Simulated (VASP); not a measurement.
Runs of VASP 6.6.1 on SrO. The structure is that of space group F-43m (No. 216), or close to it. The cells are those of the table. 

| level | cell | smearing | gap on the mesh (eV) | pressure (GPa) |
| --- | --- | --- | --- | --- |
| r2SCAN | a = 3.956, b = 3.956, c = 3.929 Å, angles 60.2, 60.2, 59.6°, 2 atoms | gaussian 0.01 eV | 2.90 | 0.6 |
| PBE | a = 3.979, b = 3.979, c = 3.949 Å, angles 60.2, 60.2, 59.5°, 2 atoms | fermi-dirac 0.02 eV | (a) | 0.5 |
| PBE | a = 3.962 Å, angles 59.8°, 2 atoms | fermi-dirac 0.02 eV | 2.51 | 1.1 |
| PBE | a = 3.956, b = 3.956, c = 3.929 Å, angles 60.2, 60.2, 59.6°, 2 atoms | fermi-dirac 0.02 eV | 2.52 | 1.5 |
| r2SCAN | a = 3.949 Å, angles 60.0°, 2 atoms | gaussian 0.01 eV | 2.90 | 0.5 |
| r2SCAN | a = 3.979, b = 3.979, c = 3.949 Å, angles 60.2, 60.2, 59.5°, 2 atoms | gaussian 0.01 eV | 2.86 | -0.5 |
| r2SCAN | a = 3.918 Å, angles 62.2°, 2 atoms | gaussian 0.01 eV | 2.83 | -1.2 |
| PBE | a = 3.949 Å, angles 60.0°, 2 atoms | fermi-dirac 0.02 eV | 2.52 | (b) |
| PBE | a = 3.918 Å, angles 62.2°, 2 atoms | fermi-dirac 0.02 eV | 2.45 | -0.2 |
| r2SCAN | a = 3.962 Å, angles 59.8°, 2 atoms | gaussian 0.01 eV | 2.89 | (c) |

Alike in all rows: task single point; potentials or basis VASP PAW PBE potentials, release 64 (Sr_sv, O); no spin polarisation; k mesh 8 × 8 × 8; cutoff (eV) 520.

**Question.** Estimate the missing entries.

**Answer.** (a) 2.48; (b) 1.4; (c) 0.1.

Caveats: the PAW data sets were made with another functional, which shifts forces and pressure a little (some runs).

A k mesh can miss the band edges, and the runs leave out spin-orbit coupling on Sr.
